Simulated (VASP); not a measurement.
Runs of VASP 6.6.1 on NbC4. The structure is that of space group P6/mmm (No. 191), or close to it. The cells are those of the table. 

| task | spin | cell | k mesh | cutoff (eV) | k mesh for the DOS | occupations for the DOS | gap on the mesh (eV) | pressure (GPa) | relaxed volume (Å³/atom) | largest force (eV/Å) |
| --- | --- | --- | --- | --- | --- | --- | --- | --- | --- | --- |
| relaxation of cell and atoms | off | relaxed from a = 3.636, b = 3.636, c = 7.150 Å, angles 90.0, 90.0, 120.0°, 5 atoms | 6 × 6 × 4 | 600 | - | - | none | 0.2 | (a) | 0.02 |
| single point | collinear, ferromagnetic start | a = 3.132, b = 3.132, c = 8.055 Å, angles 90.0, 90.0, 120.0°, 5 atoms | 6 × 6 × 2 | 520 | - | - | none | 0.4 | - | 0.28 |
| single point | off | a = 3.636, b = 3.636, c = 7.150 Å, angles 90.0, 90.0, 120.0°, 5 atoms | 6 × 6 × 4 | 520 | - | - | none | 25.4 | - | 19.67 |
| single point | off | a = 3.132, b = 3.132, c = 8.055 Å, angles 90.0, 90.0, 120.0°, 5 atoms | 6 × 6 × 4 | 520 | - | - | none | -0.1 | - | 0.05 |
| relaxation of cell and atoms | off | relaxed from a = 3.132, b = 3.132, c = 8.055 Å, angles 90.0, 90.0, 120.0°, 5 atoms | 12 × 12 × 6 | 600 | - | - | none | 0.0 | 13.59 | - |
| single point | off | a = 3.128, b = 3.128, c = 8.062 Å, angles 90.0, 90.0, 120.0°, 5 atoms | 12 × 12 × 6 | 520 | - | - | none | -0.1 | - | (b) |

Alike in all rows: level PBE; potentials or basis VASP PAW PBE potentials, release 64 (Nb_sv, C); smearing gaussian 0.1 eV.

Problem. Fill in the values left out.

Solution. (a) 13.58; (b) 0.06.

Caveats: some runs use coarse meshes; the volume moved by over 15 % at a fixed basis, so the end points are rough (some runs); forces of over 1 eV/Å act on the atoms, so gaps and moduli don't describe the material at rest (some runs).

A k mesh can miss the band edges, and the runs leave out spin-orbit coupling on Nb.

A gap of «none» marks levels without a gap at the run's occupations.
